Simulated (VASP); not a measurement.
Here is a VASP 6.6.1 calculation.

INCAR

```
SYSTEM = ZrB2W3
  PREC = Accurate
  ENCUT = 520
  EDIFF = 1E-6
  ISMEAR = 0
  SIGMA = 0.1
  LREAL = .FALSE.
  LASPH = .TRUE.
  NELM = 60
  ALGO = Fast
  ISIF = 2
  LWAVE = .FALSE.
  LCHARG = .TRUE.
  GGA = PE
  LELF = .TRUE.
  LVHAR = .TRUE.
  NBANDS = 39
```

KPOINTS

```
Automatic mesh
0
G
  6 6 4
  0 0 0
```

POSCAR

```
ZrB2W3
1.0
    5.0754346000      0.0000000000      0.0000000000
   -2.5377173000      4.3954553000      0.0000000000
    0.0000000000      0.0000000000      3.9070185200
Zr B W
1 2 3
Direct
    0.0000000000      0.0000000000      0.0000000000
    0.3333333300      0.6666666700      0.0000000000
    0.6666666700      0.3333333300      0.0000000000
    0.0000000000      0.5000000000      0.5000000000
    0.5000000000      0.5000000000      0.5000000000
    0.5000000000      0.0000000000      0.5000000000
```

Potentials or basis: VASP PAW PBE potentials, release 64 (Zr_sv, B, W_sv).

Run with:

```sh
$ cat potpaw_PBE.64/Zr_sv/POTCAR potpaw_PBE.64/B/POTCAR potpaw_PBE.64/W_sv/POTCAR > POTCAR
$ mpirun -np 1 vasp_std > vasp.out
```

Task: Predict the pressure.

Result: 1.3 GPa.

Task: Predict the band gap on the k mesh.

Result: Zero (bands 30 and 31 overlap by 0.81 eV).

Stress tensor (GPa, compression positive):
```
 14.06   0.00   0.00
  0.00  14.06   0.00
  0.00   0.00 -24.12
```

Caveat: the k points lie up to 0.40 Å⁻¹ apart, too coarse for converged energies and pressures of a metal; spin-orbit coupling is left out, which moves the levels of the heavy elements.
